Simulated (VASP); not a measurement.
# WS2 (R3m) in VASP: further runs

WS2 is run at these levels: PBEsol; tasks: single point.

Program: VASP 6.6.1. These are calculated values, not measurements. Logs are shortened: lines on timing, memory, paths and dates and some standing lists are left out, and cuts for length are marked.

## Step 1: The cell of the first run

The structure is trigonal, space group R3m (No. 160). The conventional cell has a = 3.063 Å, b = 3.063 Å, c = 18.767 Å, α = 90.00°, β = 90.00°, γ = 120.00°. Within 3.1 Å of W (site symmetry 3m) lie 6 S at 2.36 to 2.39 Å and 6 W at 3.06 Å. Within 3.2 Å of S (site symmetry 3m) lie 3 W at 2.36 Å and 7 S at 3.06 to 3.18 Å. S (site symmetry 3m) has 3 W at 2.39 Å and 7 S at 3.06 to 3.18 Å within 3.2 Å.

## Step 2: Single point, PBEsol (strain -0.030 along x and y, +0.015 along z)

Input file INCAR:

```
PREC = Accurate
ENCUT = 520
EDIFF = 1E-6
ISMEAR = 0
SIGMA = 0.05
LREAL = False
LASPH = True
NELM = 100
ALGO = Normal
ISIF = 2
LWAVE = False
LCHARG = False
GGA = PS
NBANDS = 20
```

Input file KPOINTS:

```
Automatic mesh
0
Gamma
  12 12 12
```

Input file POSCAR:

```
WS2
1.0
    1.5316303727      0.8842872080      6.2557799500
   -1.5316303727      0.8842872080      6.2557799500
    0.0000000000     -1.7685744160      6.2557799500
W S
1 2
Direct
    0.0000000000      0.0000000000      0.0000000000
    0.7503000000      0.7503000000      0.7503000000
    0.5810000000      0.5810000000      0.5810000000
```

Potentials or basis: VASP PAW PBE potentials, release 64 (W_sv, S).

Started as:

```bash
> cat potpaw_PBE.64/W_sv/POTCAR potpaw_PBE.64/S/POTCAR > POTCAR
> mpirun -np 1 vasp_std > vasp.out
```

OUTCAR:

```text
PREC = Accurate
   ENCUT = 520
   EDIFF = 1E-6
   ISMEAR = 0
   LREAL = False
   LASPH = True
   NELM = 100
   ISIF = 2
   GGA = PS

 ion  position               nearest neighbor table
   1  0.000  0.000  0.000-   2 2.36   2 2.36   2 2.36   3 2.39   3 2.39   3 2.39
   2  0.750  0.750  0.750-   1 2.36   1 2.36   1 2.36
   3  0.581  0.581  0.581-   1 2.39   1 2.39   1 2.39

  LATTYP: Found a trigonal (rhomboedric) cell.
 ALAT       =     6.5009721002
 COS(alpha) =     0.8889850849

  Lattice vectors:

 A1 = (   1.5316303727,   0.8842872080,   6.2557799500)
 A2 = (  -1.5316303727,   0.8842872080,   6.2557799500)
 A3 = (   0.0000000000,  -1.7685744160,   6.2557799500)

Analysis of symmetry for initial positions (statically):
=====================================================================
 Subroutine PRICEL returns:
 Original cell was already a primitive cell.

 Routine SETGRP: Setting up the symmetry group for a
 trigonal (rhombohedral) supercell.

 Subroutine GETGRP returns: Found  6 space group operations
 (whereof  6 operations were pure point group operations)
 out of a pool of 12 trial point group operations.

The static configuration has the point symmetry C_3v.

Analysis of symmetry for dynamics (positions and initial velocities):
=====================================================================
 Subroutine PRICEL returns:
 Original cell was already a primitive cell.

 Routine SETGRP: Setting up the symmetry group for a
 trigonal (rhombohedral) supercell.

 Subroutine GETGRP returns: Found  6 space group operations
 (whereof  6 operations were pure point group operations)
 out of a pool of 12 trial point group operations.

The dynamic configuration has the point symmetry C_3v.

 Subroutine INISYM returns: Found  6 space group operations
 (whereof  6 operations are pure point group operations),
 and found     1 'primitive' translations

----------------------------------------------------------------------------------------

                                     Primitive cell

  volume of cell :      50.8370

  direct lattice vectors                    reciprocal lattice vectors
     1.531630373  0.884287208  6.255779950     0.326449520  0.188475718  0.053284057
[... 83 lines left out ...]
   LNONCOLLINEAR =      F non collinear calculations
   LSORBIT =      F    spin-orbit coupling
   LASPH  =      T    aspherical Exc in radial PAW
   ENCUT  =  520.0 eV  38.22 Ry    6.18 a.u.  12.09 12.09 12.09*2*pi/ulx,y,z
   NELM   =    100;   NELMIN=  2; NELMDL= -5     # of ELM steps
   EDIFF  = 0.1E-05   stopping-criterion for ELM
   LREAL  =      F    real-space projection
   EDIFFG = 0.1E-04   stopping-criterion for IOM
   NSW    =      0    number of steps for IOM
   IBRION =     -1    ionic relax: 0-MD 1-quasi-New 2-CG
   NFREE  =      0    steps in history (QN), initial steepest desc. (CG)
   ISIF   =      2    stress and relaxation
   ISYM   =      2    0-nonsym 1-usesym 2-fastsym
   POTIM  = 0.5000    time-step for ionic-motion
   TEBEG  =    0.0;   TEEND  =   0.0 temperature during run
   PSTRESS=    0.0 pullay stress
   NELECT =      26.0000    total number of electrons
   NUPDOWN=      -1.0000    fix difference up-down
   EMIN   =  10.00;   EMAX   =-10.00  energy-range for DOS
   EFERMI =   0.00;   METHOD = LEGACY
   ISMEAR =     0;   SIGMA  =   0.05  broadening in eV -4-tet -1-fermi 0-gaus
   EFERMI_NEDOS =   21; number of points for ismear=-14 and -15
   IALGO  =     38    algorithm
   IMIX   =      4    mixing-type and parameters
     AMIX     =   0.40;   BMIX     =  1.00
     AMIX_MAG =   1.60;   BMIX_MAG =  1.00
  volume/ion in A,a.u.               =      16.95       114.36
  Fermi-wavevector in a.u.,A,eV,Ry     =   1.309200  2.474029 23.320443  1.714004
  Thomas-Fermi vector in A             =   2.439815
   LORBIT       =      0    0 simple, 1 ext, 2 COOP (PROOUT), +10 PAW based schemes
   GGA     = PS    functional components
   LHFCALC =     F    Hartree Fock is set to
   AEXX    =    0.0000 exact exchange contribution
   IVDW    =     0    specifies the selected vdW correction
   LEPSILON=     F    determine dielectric tensor
   LRPA    =     F    only Hartree local field effects (RPA)
 non-spin polarized calculation
 Gauss-broadening in eV      SIGMA  =   0.05
  energy-cutoff  :      520.00
  volume of cell :       50.84
 maximum number of plane-waves:      1385
   NGX = 25   NGY = 25   NGZ = 25

 number of electron      26.0000002 magnetization

 Free energy of the ion-electron system (eV)
  ---------------------------------------------------
  ext. energy  EPLUGINS =         0.00000000
  ---------------------------------------------------
  free energy    TOTEN  =       -25.18376677 eV

  energy without entropy =      -25.18376677  energy(sigma->0) =      -25.18376677

 E-fermi :   8.0255     XC(G=0): -11.3334

 val. band max:        7.6640483902   @ k =   0.5000   0.5000   0.5000
 cond. band min:       8.7763141644   @ k =  -0.1667   0.1667   0.0000
 fundamental gap:      1.1122657742
 Fermi energy:         8.0255153214

 k-point     1 :       0.0000    0.0000    0.0000
  band No.  band energies     occupation
      1     -66.4984      2.00000
      2     -30.8555      2.00000
      3     -30.5504      2.00000
      4     -30.5504      2.00000
      5      -8.0274      2.00000
      6      -6.0255      2.00000
[... 541 lines left out ...]
     19      16.3620      0.00000
     20      16.5234      0.00000

 [... further k-points ...]

------------------------ aborting loop because EDIFF is reached ----------------------------------------

  FORCE on cell =-STRESS in cart. coord.  units (eV):
  Direction    XX          YY          ZZ          XY          YZ          ZX
  --------------------------------------------------------------------------------------
  -------------------------------------------------------------------------------------
  Total        3.1547394      3.1547394      0.8931052      0.0000000      0.0000000     -0.0000000
  in kB       99.4246427     99.4246427     28.1470701      0.0000000      0.0000000     -0.0000000
  external PRESSURE =      75.6654518 kB  Pullay stress =       0.0000000 kB

 VOLUME and BASIS-vectors are now :
 -----------------------------------------------------------------------------
  energy-cutoff  :      520.00
  volume of cell :       50.84
      direct lattice vectors                 reciprocal lattice vectors
     1.531630373  0.884287208  6.255779950     0.326449520  0.188475718  0.053284057
    -1.531630373  0.884287208  6.255779950    -0.326449520  0.188475718  0.053284057
     0.000000000 -1.768574416  6.255779950     0.000000000 -0.376951436  0.053284057

 POSITION                                       TOTAL-FORCE (eV/Angst)
 -----------------------------------------------------------------------------------
      0.00000      0.00000      0.00000         0.000000      0.000000     -0.667525
      0.00000      0.00000     14.08114         0.000000     -0.000000      0.542382
      0.00000      0.00000     10.90382         0.000000      0.000000      0.125143
 -----------------------------------------------------------------------------------
    total drift:                                0.000000     -0.000000     -0.000161

  FREE ENERGIE OF THE ION-ELECTRON SYSTEM (eV)
  ---------------------------------------------------
  free  energy   TOTEN  =       -25.1837667651 eV

  energy  without entropy=      -25.1837667651  energy(sigma->0) =      -25.18376677
```

stdout:

```text
POSCAR found type information on POSCAR W S
 POSCAR found :  2 types and       3 ions
 scaLAPACK will be used
 -----------------------------------------------------------------------------
|                                                                             |
|                                                                             |
|     You enforced a specific xc type in the INCAR file but a different       |
|     I HOPE YOU KNOW WHAT YOU ARE DOING!                                     |
|                                                                             |
 -----------------------------------------------------------------------------

 LDA part: xc-table for (Slater+PW92), standard interpolation
 POSCAR, INCAR and KPOINTS ok, starting setup
 FFT: planning ... GRIDC
 FFT: planning ... GRID_SOFT
 FFT: planning ... GRID
 WAVECAR not read
 entering main loop
```

Wall time 5.6 min (1 thread of Intel Xeon Platinum 8488C (Sapphire Rapids), shared host); peak memory 0.43 GiB.

What came out:

```
Free energy            : -25.1838 eV
Pressure               : 7.6 GPa
Largest force          : 0.668 eV/Å
Band gap on the k mesh : 1.11 eV (least direct gap 2.34 eV)
```

Forces on the atoms (eV/Å):
```
W    0.000  0.000 -0.668
S    0.000  0.000  0.542
S    0.000  0.000  0.125
```

Levels at points of the mesh, in eV from the valence-band top:
| k point | band 9 | band 10 | band 11 | band 12 | band 13 | band 14 | band 15 | band 16 | band 17 | band 18 |
| --- | --- | --- | --- | --- | --- | --- | --- | --- | --- | --- |
| (0.00, 0.00, 0.00) | -3.09 | -1.74 | -1.74 | -1.67 | -1.37 | 2.75 | 2.75 | 3.04 | 3.04 | 5.53 |
| (0.50, 0.00, 0.00) | -5.25 | -3.82 | -2.56 | -1.56 | -1.27 | 2.97 | 3.07 | 4.03 | 4.37 | 5.01 |
| (0.50, 0.50, 0.00) | -4.96 | -3.75 | -3.16 | -1.45 | -1.33 | 3.03 | 3.14 | 3.70 | 4.85 | 5.48 |
| (0.50, 0.50, 0.50) | -3.10 | -3.10 | -1.71 | -1.71 | 0.00 | 2.84 | 2.84 | 2.91 | 2.91 | 5.69 |

Caveat: the cell differs from its parent crystal (strain -0.030 along x and y, +0.015 along z); the cell stands under pressure; the PAW data sets were made with another functional, which shifts forces and pressure a little; spin-orbit coupling is left out, which moves the levels of the heavy elements. A k mesh can miss the band edges.

## Step 3: Single point, PBEsol (strain -0.030 along x and y, +0.030 along z)

Input file INCAR:

```
SYSTEM = WS2
ALGO = Normal
EDIFF = 1E-7
ENCUT = 520
GGA = PS
ISIF = 2
ISMEAR = 0
LASPH = .True.
LCHARG = .False.
LREAL = .False.
LWAVE = .False.
NBANDS = 20
NELM = 80
PREC = Accurate
SIGMA = 0.05
```

Input file KPOINTS:

```
k-points
0
Gamma
  12 12 12
  0 0 0
```

Input file POSCAR:

```
WS2
1.0
    1.5316303727      0.8842872080      6.3482299000
   -1.5316303727      0.8842872080      6.3482299000
    0.0000000000     -1.7685744160      6.3482299000
W S
1 2
Direct
    0.0000000000      0.0000000000      0.0000000000
    0.7503000000      0.7503000000      0.7503000000
    0.5810000000      0.5810000000      0.5810000000
```

Potentials or basis: VASP PAW PBE potentials, release 64 (W_sv, S).

Started as:

```bash
> cat potpaw_PBE.64/W_sv/POTCAR potpaw_PBE.64/S/POTCAR > POTCAR
> mpirun -np 1 vasp_std > vasp.out
```

Wall time 8.2 min (1 thread of Intel Xeon Platinum 8488C (Sapphire Rapids), shared host); peak memory 0.45 GiB.

The run converged. Its results:

| Item | Value |
| --- | --- |
| Free energy | -25.1854 eV |
| Pressure | 4.6 GPa |
| Largest force | 0.642 eV/Å |
| Band gap on the k mesh | 1.18 eV (least direct gap 2.34 eV) |

Forces on the atoms (eV/Å):
```
W    0.000  0.000 -0.642
S    0.000  0.000  0.056
S    0.000  0.000  0.586
```

Stress tensor (GPa, compression positive):
```
 7.96  0.00  0.00
 0.00  7.96  0.00
 0.00  0.00 -2.21
```

Levels at points of the mesh, in eV from the valence-band top:
```csv
k point,band 10,band 11,band 12,band 13,band 14,band 15,band 16,band 17
"(0.00, 0.00, 0.00)",-1.65,-1.48,-1.48,-1.30,2.89,2.89,3.11,3.11
"(0.50, 0.00, 0.00)",-3.55,-2.48,-1.42,-1.06,3.04,3.24,4.11,4.43
"(0.50, 0.50, 0.00)",-3.49,-3.04,-1.23,-1.19,3.21,3.22,3.79,4.85
"(0.50, 0.50, 0.50)",-2.82,-1.45,-1.45,0.00,2.93,2.93,3.04,3.04
```

Caveat: the cell differs from its parent crystal (strain -0.030 along x and y, +0.030 along z); the cell stands under pressure; the PAW data sets were made with another functional, which shifts forces and pressure a little; spin-orbit coupling is left out, which moves the levels of the heavy elements. A k mesh can miss the band edges.
